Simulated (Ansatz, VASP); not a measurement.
Cr in VASP and in Ansatz

The input INCAR:

```
PREC = Accurate ; ENCUT = 520
EDIFF = 1E-6 ; ISMEAR = -1
SIGMA = 0.05 ; LREAL = False
LASPH = True ; NELM = 150
ALGO = Normal ; ISIF = 2
LWAVE = False ; LCHARG = False
ISPIN = 2 ; MAGMOM = 3 3 -3 -3
LORBIT = 11 ; LMAXMIX = 4
GGA = PE ; NBANDS = 36
```

File KPOINTS:

```
Automatic mesh
0
Gamma
  10 10 5
```

File POSCAR:

```
Cr
1.0
    2.9688993551      0.0000000000      0.0000000000
    0.0000000000      2.9688993551      0.0000000000
    0.0000000000      0.0000000000      5.9377987102
Cr
4
Direct
    0.0000000000      0.0000000000      0.0000000000
    0.0000000000      0.0000000000      0.5000000000
    0.5000000000      0.5000000000      0.2500000000
    0.5000000000      0.5000000000      0.7500000000
```

Input for Ansatz:

```yaml
crystal:
  lattice:
    - [2.9688993551, 0.0, 0.0]
    - [0.0, 2.9688993551, 0.0]
    - [0.0, 0.0, 5.9377987102]
  atoms:
    - { symbol: Cr, position: [0.0, 0.0, 0.0], spin: 3.0 }
    - { symbol: Cr, position: [0.0, 0.0, 0.5], spin: 3.0 }
    - { symbol: Cr, position: [0.5, 0.5, 0.25], spin: -3.0 }
    - { symbol: Cr, position: [0.5, 0.5, 0.75], spin: -3.0 }
magnetization:
  spin_polarized: true
kpoints:
  mp_grid: { grid: [10, 10, 5] }
scf:
  occupations: { method: fermi_dirac, width: 0.05 }
  lower_state_search: "off"
hamiltonian:
  xc: pbe
  pseudopotentials: { kind: paw }
output:
  forces: true
  stress: true
  eigenvalues: true
  populations: true
  write_density: true
  write_potential: true
  elf: true
  volumetric_format: npy
```

Alike in both runs: task single point; functional PBE; k mesh 10 × 10 × 5; occupations fermi-dirac, width 0.05 eV; collinear spin.

|  | VASP | Ansatz |
| --- | --- | --- |
| version | VASP 6.6.1 | Ansatz 0.2.0 |
| potentials or method | VASP PAW PBE potentials, release 64 (Cr_pv) | PAW with Ansatz's default frozen-core files, scalar-relativistic |
| plane-wave cutoff (eV) | 520 | 420 |
| valence electrons in the cell | 48 | 56 |

```csv
,VASP,Ansatz,Ansatz less VASP
pressure (GPa),-13.1,-13.4,-0.24
net moment per atom (μB),0.00,0.00,0.000
size of the moment on the site where the two differ most (μB),1.82,1.71,-0.115
```

Site moments also hang on the region over which each program counts them. VASP's potentials hold 48 valence electrons a cell and Ansatz's 56, so a difference there can come from the potentials and not from the codes.
